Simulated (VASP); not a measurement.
Wanted: the native input for a VASP 6.6.1 run.

| Quantity | Value |
| --- | --- |
| Task | single point |
| Functional | PBEsol |
| Potentials or basis | VASP PAW PBE potentials, release 64 (Al, O) |
| Cutoff | 520 eV |
| k mesh | 6 × 6 × 6 |
| Occupations | gaussian, width 0.05 eV |
| Spin | no spin polarisation |
| Dipole correction | no |
| Further INCAR settings | ALGO = Normal; EDIFF = 1e-07; NBANDS = 35 |

The structure of Al2O3 lies in POSCAR:

```
Al2O3
1.0
    2.5709366441      1.4843309635      3.7381418805
   -2.5709366441      1.4843309635      3.7381418805
    0.0000000000     -2.9686619271      3.7381418805
Al O
4 6
Direct
    0.8405082487      0.8405082487      0.8405082487
    0.6594917513      0.6594917513      0.6594917513
    0.1594917513      0.1594917513      0.1594917513
    0.3405082487      0.3405082487      0.3405082487
    0.0558571577      0.4441428423      0.7500000000
    0.7500000000      0.0558571577      0.4441428423
    0.4441428423      0.7500000000      0.0558571577
    0.9441428423      0.5558571577      0.2500000000
    0.2500000000      0.9441428423      0.5558571577
    0.5558571577      0.2500000000      0.9441428423
```

This cell differs from its parent crystal: atoms shifted along a free coordinate, c/a of the conventional cell at fixed volume 2.1810.

One way to write it, as run:

INCAR

```
SYSTEM = Al2O3
PREC     = Accurate       ! precision mode
ENCUT    = 520            ! plane-wave cutoff, eV
EDIFF    = 1E-7           ! SCF threshold, eV
ISMEAR   = 0              ! smearing method
SIGMA    = 0.05           ! smearing width, eV
LREAL    = .False.        ! projectors in reciprocal space
LASPH    = .True.         ! aspherical terms in the spheres
NELM     = 100            ! most SCF steps
ALGO     = Normal         ! electronic algorithm
ISIF     = 2              ! what is computed and relaxed
LWAVE    = .False.        ! write WAVECAR
LCHARG   = .False.        ! write CHGCAR
GGA      = PS             ! functional
NBANDS   = 35             ! bands
```

KPOINTS

```
Automatic mesh
0
Gamma
  6 6 6
  0 0 0
```

Potentials or basis: VASP PAW PBE potentials, release 64 (Al, O).

Command:

```console
$ cat potpaw_PBE.64/Al/POTCAR potpaw_PBE.64/O/POTCAR > POTCAR
$ mpirun -np 1 vasp_std > vasp.out
```

Results of the run:

```
Pressure               : 10.6 GPa
Largest force          : 8.301 eV/Å
Band gap on the k mesh : 3.99 eV
```

Caveat: the stress differs along the axes, from -26 to 85 GPa; the PAW data sets were made with another functional, which shifts forces and pressure a little.

Wall time 2.3 min on 1 thread of Intel Xeon 8259CL, on a shared host, peak memory 0.23 GiB.
